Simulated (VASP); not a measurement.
PbS: single point with HSE06

Crystal: PbS.

```
Pb S
1.0
     0.00000    2.96575    2.96575
     2.96575    0.00000    2.96575
     2.96575    2.96575    0.00000
Pb S
1 1
Direct
  0.00000 0.00000 0.00000
  0.50000 0.50000 0.50000
```

| Property | Result |
| --- | --- |
| Program | VASP 6.6.1 |
| Task | single point |
| Functional | HSE06 |
| Potentials or basis | VASP PAW PBE potentials, release 64 (Pb_d, S) |
| Cutoff | 520 eV |
| k mesh | 4 × 4 × 4 |
| Occupations | fermi-dirac, width 0.05 eV |
| Spin | non-collinear spin, zero start, spin-orbit coupling |
| Starting moments | [[0.0, 0.0, 0.0], [0.0, 0.0, 0.0]] μB |

```json
{"Pressure": "0.9 GPa", "Net moment": "0.00 μB per cell", "Valence electrons inside the program's atomic spheres": "Pb 11.86; S 3.70"}
```

Moments on the atoms (μB; x, y, z):
```
Pb  0.00 0.00 0.00
S   0.00 0.00 0.00
```

Wall time 41 min on 1 thread of Intel(R) Xeon(R) Platinum 8259CL CPU @ 2.50GHz (Skylake/Cascade Lake) (shared host), peak memory 0.43 GiB.

Caveat: the k points lie up to 0.46 Å⁻¹ apart; the PAW data sets were made with another functional, which shifts forces and pressure a little.
